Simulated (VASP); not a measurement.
Crystal: AlN.

```xyz
4
Lattice="2.9881 0.0000 0.0000 -1.4940 2.4533 0.0000 0.0000 0.0000 4.8410" Properties=species:S:1:pos:R:3 pbc="T T T"
Al    0.0000    0.0000    0.0000
Al    0.0000    0.0000    2.4205
N     0.0000    1.6129    1.2103
N     1.4940    0.8405    3.6308
```

This cell differs from its parent crystal: uniaxial x strain +5.5%.

Base run:

| Property | Result |
| --- | --- |
| Program | VASP 6.6.1 |
| Functional | r2SCAN |
| Potentials or basis | VASP PAW PBE potentials, release 64 (Al, N) |
| Cutoff | 520 eV |
| k mesh | 12 × 12 × 6 |
| Occupations | gaussian, width 0.01 eV |
| Spin | no spin polarisation |

Its results: band gap on the k mesh 5.19 eV (least direct gap 5.20 eV); pressure -11.7 GPa; largest force 0.008 eV/Å.

Task: The run is repeated on the same cell with these changes: functional from r2SCAN to PBE; occupations from gaussian, width 0.01 eV to fermi-dirac, width 0.02 eV. What comes out?

Result: Band gap on the k mesh 4.48 eV; pressure -5.2 GPa; largest force 0.049 eV/Å.

Caveats: the cell stands under tension; the PAW data sets were made with another functional, which shifts forces and pressure a little (at least some runs).

A k mesh can miss the band edges.
